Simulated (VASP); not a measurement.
Write the native input for VASP 6.6.1 that does the following.

```yaml
Task: single point
Functional: LDA
Potentials_or_basis: VASP PAW LDA potentials, release 64 (B, N)
Cutoff: 600 eV
k_mesh: 8 × 8 × 8
Occupations: gaussian, width 0.05 eV
Spin: no spin polarisation
Dipole_correction: no
Further_INCAR_settings: ALGO = Normal; EDIFF = 1e-06; NBANDS = 11
```

The structure of BN lies in POSCAR:

```
BN
1.0
    0.0000000000      1.7910422060      1.7910422060
    1.7910422060      0.0000000000      1.7910422060
    1.7910422060      1.7910422060      0.0000000000
B N
1 1
Direct
    0.0000000000      0.0000000000      0.0000000000
    0.2500000000      0.2500000000      0.2500000000
```

These files were run (other wordings do the same):

INCAR

```
SYSTEM = BN
PREC = Accurate
ENCUT = 600
EDIFF = 1E-6
ISMEAR = 0
SIGMA = 0.05
LREAL = .FALSE.
LASPH = .TRUE.
NELM = 120
ALGO = Normal
ISIF = 2
LWAVE = .FALSE.
LCHARG = .TRUE.
LELF = .TRUE.
LVHAR = .TRUE.
NBANDS = 11
GGA_COMPAT = .FALSE.
```

KPOINTS

```
Automatic mesh
0
G
  8 8 8
  0 0 0
```

Potentials or basis: VASP PAW LDA potentials, release 64 (B, N).

Launch:

```bash
$ cat potpaw_LDA.64/B/POTCAR potpaw_LDA.64/N/POTCAR > POTCAR
$ mpirun -np 1 vasp_std > vasp.out
```

It gave:

```
Pressure               : 0.2 GPa
Band gap on the k mesh : 4.38 eV, indirect (least direct gap 8.81 eV)
```

It took 7 s on 1 thread of Intel Xeon 8259CL, with other jobs on the host, peak memory 0.11 GiB.
